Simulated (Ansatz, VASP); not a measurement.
# MgS in VASP and in Ansatz

INCAR

```
SYSTEM = MgS
PREC = Accurate
ENCUT = 600
EDIFF = 1E-6
ISMEAR = 0
SIGMA = 0.02
LREAL = .False.
LASPH = .True.
NELM = 120
ALGO = Normal
ISIF = 2
LWAVE = .False.
LCHARG = .True.
LELF = .True.
LVHAR = .True.
NBANDS = 11
GGA_COMPAT = .False.
```

KPOINTS

```
Automatic mesh
0
Gamma
  8 8 8
  0 0 0
```

File POSCAR:

```
MgS
1.0
    0.0000000000      2.5648455762      2.5648455762
    2.5648455762      0.0000000000      2.5648455762
    2.5648455762      2.5648455762      0.0000000000
Mg S
1 1
Direct
    0.0000000000      0.0000000000      0.0000000000
    0.5000000000      0.5000000000      0.5000000000
```

Input for Ansatz:

```yaml
crystal:
  lattice:
    - [0.0, 2.5648455762, 2.5648455762]
    - [2.5648455762, 0.0, 2.5648455762]
    - [2.5648455762, 2.5648455762, 0.0]
  atoms:
    - { symbol: Mg, position: [0.0, 0.0, 0.0] }
    - { symbol: S, position: [0.5, 0.5, 0.5] }
basis:
  ecutwfc: 420
kpoints:
  mp_grid: { grid: [8, 8, 8] }
  band_path:
    path:
      - [[0.0, 0.0, 0.0], [0.5, 0.0, 0.5], [0.625, 0.25, 0.625]]
      - [[0.375, 0.375, 0.75], [0.0, 0.0, 0.0], [0.5, 0.5, 0.5], [0.5, 0.25, 0.75], [0.5, 0.0, 0.5]]
    npoints: 10
hamiltonian:
  xc: lda
  pseudopotentials: { kind: paw, azcp: { folder: soft_1 } }
scf:
  occupations: { method: gaussian, width: 0.02 }
  n_extra_bands: 7
output:
  forces: true
  stress: true
  eigenvalues: true
```

Alike in both runs: task single point; functional LDA; k mesh 8 × 8 × 8; occupations gaussian, width 0.02 eV; no spin polarisation.

|  | VASP | Ansatz |
| --- | --- | --- |
| version | VASP 6.6.1 | Ansatz 0.2.0 |
| potentials or method | VASP PAW LDA potentials, release 64 (Mg, S), cutoff 600 eV | scalar-relativistic, plane waves, PAW |
| valence electrons in the cell | 8 | 16 |

```csv
,VASP,Ansatz,Ansatz less VASP
gap on the k mesh at the Fermi level (eV),2.65,2.65,+0.001
least direct gap on the mesh (eV),3.84,3.82,-0.013
pressure (GPa),-0.6,0.0,+0.59
```

Ansatz warns that its potentials were made for another functional, while VASP's fit it. LDA's correlation is that of Perdew and Zunger in VASP and of Perdew and Wang (1992) in Ansatz. VASP's potentials hold 8 valence electrons a cell and Ansatz's 16, so a difference there can come from the potentials and not from the codes.
